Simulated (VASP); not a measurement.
# Pt in VASP: further runs, part 2 of 2

VASP 6.6.1. Earlier steps stand in the parts before.

**5. Single point, PBE+D3(BJ)**

This run uses another cell than the first one.

File INCAR:

```
SYSTEM = Pt
PREC = Accurate ; ENCUT = 520
EDIFF = 1E-7 ; ISMEAR = 0
SIGMA = 0.1 ; LREAL = .FALSE.
LASPH = .TRUE. ; NELM = 80
ALGO = Normal ; ISIF = 2
LWAVE = .FALSE. ; LCHARG = .FALSE.
LDIPOL = .TRUE. ; IDIPOL = 3
DIPOL = 0.5 0.5 0.259 ; GGA = PE
IVDW = 12 ; NBANDS = 72
```

File KPOINTS:

```
Automatic mesh
0
G
  5 5 1
  0 0 0
```

File POSCAR:

```
Pt
1.0
    5.5555401168      0.0000000000      0.0000000000
    0.0000000000      5.5555401168      0.0000000000
    0.0000000000      0.0000000000     22.9346889766
Pt
12
Direct
    0.2500000000      0.2500000000      0.1744082950
    0.2500000000      0.7500000000      0.1744082950
    0.7500000000      0.2500000000      0.1744082950
    0.7500000000      0.7500000000      0.1744082950
    0.0000000000      0.0000000000      0.2591087317
    0.0000000000      0.5000000000      0.2591087317
    0.5000000000      0.0000000000      0.2591087317
    0.5000000000      0.5000000000      0.2591087317
    0.2500000000      0.2500000000      0.3437887902
    0.2500000000      0.7500000000      0.3437887902
    0.7500000000      0.2500000000      0.3437887902
    0.7500000000      0.7500000000      0.3437887902
```

Potentials or basis: VASP PAW PBE potentials, release 64 (Pt).

The run is started by

```console
$ cat potpaw_PBE.64/Pt/POTCAR > POTCAR
$ mpirun -np 1 vasp_std > vasp.out
```

OUTCAR:

```text
SYSTEM = Pt
   PREC = Accurate
   ENCUT = 520
   EDIFF = 1E-7
   ISMEAR = 0
   LREAL = .FALSE.
   LASPH = .TRUE.
   NELM = 80
   ISIF = 2
   GGA = PE
   IVDW = 12
 IVDW          = 12

 ion  position               nearest neighbor table
   1  0.250  0.250  0.174-   5 2.76   6 2.76   7 2.76   8 2.76   2 2.78   3 2.78   2 2.78   3 2.78

   2  0.250  0.750  0.174-   5 2.76   6 2.76   7 2.76   8 2.76   1 2.78   4 2.78   1 2.78   4 2.78

   3  0.750  0.250  0.174-   5 2.76   6 2.76   7 2.76   8 2.76   1 2.78   4 2.78   4 2.78   1 2.78
[... 25 lines left out ...]
 A1 = (   5.5555401168,   0.0000000000,   0.0000000000)
 A2 = (   0.0000000000,   5.5555401168,   0.0000000000)
 A3 = (   0.0000000000,   0.0000000000,  22.9346889766)

Analysis of symmetry for initial positions (statically):
=====================================================================
 Subroutine PRICEL returns following result:

  LATTYP: Found a simple tetragonal cell.
 ALAT       =     2.7777700584
 C/A-ratio  =     8.2565109762

  Lattice vectors:

 A1 = (   2.7777700584,   0.0000000000,   0.0000000000)
 A2 = (   0.0000000000,   2.7777700584,   0.0000000000)
 A3 = (   0.0000000000,   0.0000000000,  22.9346889766)

   4 primitive cells build up your supercell.

 Routine SETGRP: Setting up the symmetry group for a
 simple tetragonal supercell.

 Subroutine GETGRP returns: Found  8 space group operations
 (whereof  8 operations were pure point group operations)
 out of a pool of 16 trial point group operations.

The static configuration has the point symmetry C_4v.

Analysis of symmetry for dynamics (positions and initial velocities):
=====================================================================
 Subroutine PRICEL returns following result:

  LATTYP: Found a simple tetragonal cell.
 ALAT       =     2.7777700584
 C/A-ratio  =     8.2565109762

[... 135 lines left out ...]
   NGX = 21   NGY = 21   NGZ = 85

 dipolmoment           0.000000      0.000000      0.000003 electrons x Angstroem

 number of electron     120.0000022 magnetization

 dipolmoment           0.000000      0.000000     -0.000014 electrons x Angstroem

 Free energy of the ion-electron system (eV)
  ---------------------------------------------------
  ext. energy  EPLUGINS =         0.00000000
  ---------------------------------------------------
  free energy    TOTEN  =       -66.21289919 eV

  energy without entropy =      -66.10008243  energy(sigma->0) =      -66.15649081

 E-fermi :  -1.3944     XC(G=0):  -4.2983

 val. band max:       -1.4096656292   @ k =   0.2000   0.0000   0.0000
 cond. band min:      -1.3870787633   @ k =   0.2000   0.0000   0.0000
 fundamental gap:      0.0225868659
 Fermi energy:        -1.3943653789

 k-point     1 :       0.0000    0.0000    0.0000
  band No.  band energies     occupation
      1     -10.3970      2.00000
      2      -7.9768      2.00000
      3      -7.9768      2.00000
      4      -7.9035      2.00000
      5      -7.7686      2.00000
      6      -7.7471      2.00000
[... 439 lines left out ...]
     71       2.1226      0.00000
     72       2.9675      0.00000

------------------------ aborting loop because EDIFF is reached ----------------------------------------

 vacuum level on the upper side and lower side of the slab       (xc-potential included)        -0.098        -0.098

 Edisp (eV)   -5.73150

 E8    (eV) :    -2.7662

  FORCE on cell =-STRESS in cart. coord.  units (eV):
  Direction    XX          YY          ZZ          XY          YZ          ZX
  --------------------------------------------------------------------------------------
  -------------------------------------------------------------------------------------
  Total     -15.42737   -15.42737    -0.49513     0.00000     0.00000     0.00000
  in kB     -34.91862   -34.91862    -1.12070     0.00000     0.00000     0.00000
  external pressure =      -23.65 kB  Pullay stress =        0.00 kB

 VOLUME and BASIS-vectors are now :
 -----------------------------------------------------------------------------
  energy-cutoff  :      520.00
  volume of cell :      707.86
      direct lattice vectors                 reciprocal lattice vectors
     5.555540117  0.000000000  0.000000000     0.180000500  0.000000000  0.000000000
     0.000000000  5.555540117  0.000000000     0.000000000  0.180000500  0.000000000
     0.000000000  0.000000000 22.934688977     0.000000000  0.000000000  0.043602074

 POSITION                                       TOTAL-FORCE (eV/Angst)
 -----------------------------------------------------------------------------------
      1.38889      1.38889      4.00000        -0.000000      0.000000      0.021583
      1.38889      4.16666      4.00000         0.000000     -0.000000      0.021583
      4.16666      1.38889      4.00000         0.000000     -0.000000      0.021583
      4.16666      4.16666      4.00000         0.000000      0.000000      0.021583
      0.00000      0.00000      5.94258         0.000000     -0.000000     -0.003285
      0.00000      2.77777      5.94258        -0.000000      0.000000     -0.003285
      2.77777      0.00000      5.94258         0.000000     -0.000000     -0.003285
      2.77777      2.77777      5.94258        -0.000000     -0.000000     -0.003285
      1.38889      1.38889      7.88469        -0.000000      0.000000     -0.018298
      1.38889      4.16666      7.88469        -0.000000     -0.000000     -0.018298
      4.16666      1.38889      7.88469        -0.000000      0.000000     -0.018298
      4.16666      4.16666      7.88469        -0.000000      0.000000     -0.018298
 -----------------------------------------------------------------------------------
    total drift:                                0.000000      0.000000     -0.000057

  FREE ENERGIE OF THE ION-ELECTRON SYSTEM (eV)
  ---------------------------------------------------
  free  energy   TOTEN  =       -71.9444038623 eV

  energy  without entropy=      -71.8315871055  energy(sigma->0) =      -71.88799548

 vacuum level on the upper side and lower side of the slab         4.211         4.211
```

OSZICAR:

```text
N       E                     dE             d eps       ncg     rms          rms(c)
DAV:   1     0.855298876264E+03    0.85530E+03   -0.48768E+04   864   0.136E+03
DAV:   2     0.642383422228E+01   -0.84888E+03   -0.78365E+03  1080   0.263E+02
DAV:   3    -0.674463217313E+02   -0.73870E+02   -0.68035E+02  1040   0.738E+01
DAV:   4    -0.705693007971E+02   -0.31230E+01   -0.29217E+01  1144   0.143E+01
[... 18 lines left out ...]
DAV:  23    -0.662128971120E+02   -0.38627E-05   -0.13888E-07   616   0.723E-04    0.110E-03
DAV:  24    -0.662128982775E+02   -0.11656E-05   -0.24684E-08   544   0.630E-04    0.465E-04
DAV:  25    -0.662128989922E+02   -0.71462E-06   -0.27887E-08   568   0.308E-04    0.178E-04
DAV:  26    -0.662128991019E+02   -0.10970E-06   -0.30753E-09   520   0.154E-04    0.194E-04
DAV:  27    -0.662128991851E+02   -0.83275E-07   -0.29555E-09   520   0.167E-04
   1 F= -.71944404E+02 E0= -.71887995E+02  d E =-.112817E+00
```

Run time: 12 min. Hardware: 1 thread of Intel Xeon Platinum 8375C at 2.90GHz (Ice Lake), shared host; peak memory 0.75 GiB.

Results:

* Free energy: -71.9444 eV
* Largest force: 0.022 eV/Å
* Band gap on the k mesh: zero (bands 60 and 61 overlap by 0.19 eV)
* Dispersion energy per atom: -0.478 eV

Forces on the atoms (eV/Å):
```
Pt   0.000  0.000  0.022
Pt   0.000  0.000  0.022
Pt   0.000  0.000  0.022
Pt   0.000  0.000  0.022
Pt   0.000  0.000 -0.003
Pt   0.000  0.000 -0.003
Pt   0.000  0.000 -0.003
Pt   0.000  0.000 -0.003
Pt   0.000  0.000 -0.018
Pt   0.000  0.000 -0.018
Pt   0.000  0.000 -0.018
Pt   0.000  0.000 -0.018
```

Caveat: spin-orbit coupling is left out, which moves the levels of the heavy elements.

**6. Summary**

| task | cell | k mesh | atoms held fixed (from 0) | gap on the mesh (eV) | largest force (eV/Å) |
| --- | --- | --- | --- | --- | --- |
| single point | a = 5.556, b = 5.556, c = 22.635 Å, 12 atoms, atomic positions A | 5 × 5 × 1 | - | none | 0.02 |
| relaxation of the atoms | atoms relaxed from a = 2.778, b = 2.778, c = 17.928 Å, 3 atoms, atomic positions B | 10 × 10 × 1 | [0] | none | - |
| single point | a = 2.778, b = 2.778, c = 17.928 Å, 3 atoms, atomic positions C | 10 × 10 × 1 | - | none | 0.02 |
| single point | a = 5.556, b = 5.556, c = 22.935 Å, 12 atoms, atomic positions A | 5 × 5 × 1 | - | none | 0.02 |

Alike in all rows: level PBE+D3(BJ); potentials or basis VASP PAW PBE potentials, release 64 (Pt); no spin polarisation; cutoff (eV) 520; smearing gaussian 0.1 eV.

Caveats: spin-orbit coupling is left out, which moves the levels of the heavy elements.

Total energies depend on the potentials used, so only differences within one code and one set of settings carry meaning.
